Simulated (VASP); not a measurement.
Here is a VASP 6.6.1 calculation.

The input INCAR:

```
SYSTEM = Sr9Ti7O24
PREC     = Accurate       ! precision mode
ENCUT    = 520            ! plane-wave cutoff, eV
EDIFF    = 1E-6           ! SCF threshold, eV
ISMEAR   = -1             ! smearing method
SIGMA    = 0.05           ! smearing width, eV
LREAL    = Auto         
LASPH    = .TRUE.         ! aspherical terms in the spheres
NELM     = 120            ! most SCF steps
ALGO     = Normal         ! electronic algorithm
ISIF     = 2              ! what is computed and relaxed
LWAVE    = .FALSE.        ! write WAVECAR
LCHARG   = .FALSE.        ! write CHGCAR
GGA      = PS             ! functional
NELECT   = 320.0        
ISYM     = -1           
NBANDS   = 185            ! bands
GGA_COMPAT= .FALSE.
```

The input KPOINTS:

```
explicit points
1
Reciprocal
  0.25000000   0.25000000   0.25000000 1
```

The input POSCAR:

```
Sr9Ti7O24
1.0
    7.7828210000      0.0000000000      0.0000000000
    0.0000000000      7.7828210000      0.0000000000
    0.0000000000      0.0000000000      7.7828210000
Sr Ti O
9 7 24
Direct
    0.9972030000      0.0015570000      0.9906220000
    0.0034790000      0.9953540000      0.5108650000
    0.9848170000      0.5046920000      0.0086200000
    0.9912110000      0.5147260000      0.5116480000
    0.4997020000      0.9900670000      0.9969180000
    0.5096740000      0.9917090000      0.5139880000
    0.4997140000      0.4944530000      0.0076090000
    0.5126710000      0.5114190000      0.5113930000
    0.2494220000      0.2496180000      0.2538970000
    0.2556490000      0.2588440000      0.7469300000
    0.2437400000      0.7495810000      0.2602990000
    0.2509990000      0.7503500000      0.7615520000
    0.7504460000      0.2430330000      0.2616210000
    0.7562370000      0.2520200000      0.7560680000
    0.7439050000      0.7501870000      0.2525940000
    0.7510780000      0.7522480000      0.7547220000
    0.1867110000      0.2778940000      0.9686030000
    0.2686910000      0.1719830000      0.5280220000
    0.2533180000      0.6933330000      0.9912540000
    0.2432380000      0.7836290000      0.5016960000
    0.7909890000      0.2446590000      0.9900380000
    0.7019000000      0.2550170000      0.5000360000
    0.7479160000      0.7628010000      0.0014180000
    0.7556440000      0.7455210000      0.5052870000
    0.9712140000      0.3204270000      0.2792520000
    0.9887780000      0.2467410000      0.6999310000
    0.0016240000      0.7166430000      0.2529130000
    0.9981240000      0.7504950000      0.7565690000
    0.5296490000      0.2257960000      0.1856330000
    0.4983190000      0.2546490000      0.7839950000
    0.5124110000      0.8029330000      0.2599970000
    0.5019920000      0.7444490000      0.7467660000
    0.2305930000      0.9693760000      0.1815190000
    0.2519280000      0.9850920000      0.7943250000
    0.3215970000      0.5287520000      0.2763050000
    0.2500890000      0.4963370000      0.6970220000
    0.8001520000      0.0046480000      0.2638940000
    0.7458860000      0.9986620000      0.7425110000
    0.7108650000      0.5147780000      0.2441100000
    0.7527260000      0.5022670000      0.7578090000
```

Potentials or basis: VASP PAW PBE potentials, release 64 (Sr_sv, Ti_sv, O).

Launch:

```bash
$ cat potpaw_PBE.64/Sr_sv/POTCAR potpaw_PBE.64/Ti_sv/POTCAR potpaw_PBE.64/O/POTCAR > POTCAR
$ mpirun -np 1 vasp_std > vasp.out
```

Estimate the largest force.

0.068 eV/Å.

Forces on the atoms (eV/Å):
```
Sr  -0.038 -0.010  0.001
Sr  -0.012 -0.018 -0.028
Sr  -0.018  0.028 -0.017
Sr   0.008  0.020  0.013
Sr   0.023 -0.015 -0.022
Sr   0.017 -0.008 -0.005
Sr   0.016  0.004 -0.033
Sr   0.002 -0.002  0.029
Sr  -0.004 -0.005  0.017
Ti  -0.010 -0.004 -0.002
Ti   0.025 -0.010 -0.006
Ti  -0.003 -0.040 -0.054
Ti  -0.001  0.018 -0.015
Ti  -0.017  0.015 -0.021
Ti   0.047  0.037  0.003
Ti  -0.003 -0.026  0.005
O   -0.003 -0.017 -0.032
O   -0.015 -0.003  0.034
O   -0.014  0.016  0.048
O    0.005 -0.012  0.024
O   -0.016  0.003  0.042
O    0.019 -0.008  0.019
O    0.002 -0.007 -0.001
O   -0.005  0.009 -0.012
O   -0.033 -0.010 -0.006
O    0.027  0.005  0.018
O   -0.019  0.012 -0.001
O    0.019  0.015  0.004
O    0.039  0.013  0.003
O    0.022 -0.009 -0.007
O   -0.043 -0.022 -0.003
O   -0.005  0.002  0.004
O    0.016 -0.026 -0.006
O   -0.005  0.046 -0.013
O   -0.006  0.041 -0.018
O   -0.005  0.028  0.023
O   -0.012 -0.022 -0.010
O    0.001  0.015  0.011
O    0.015 -0.053  0.005
O   -0.015  0.001  0.008
```

Caveat: the cell carries a net charge on a neutralising background, which shifts energy and pressure; the PAW data sets were made with another functional, which shifts forces and pressure a little.
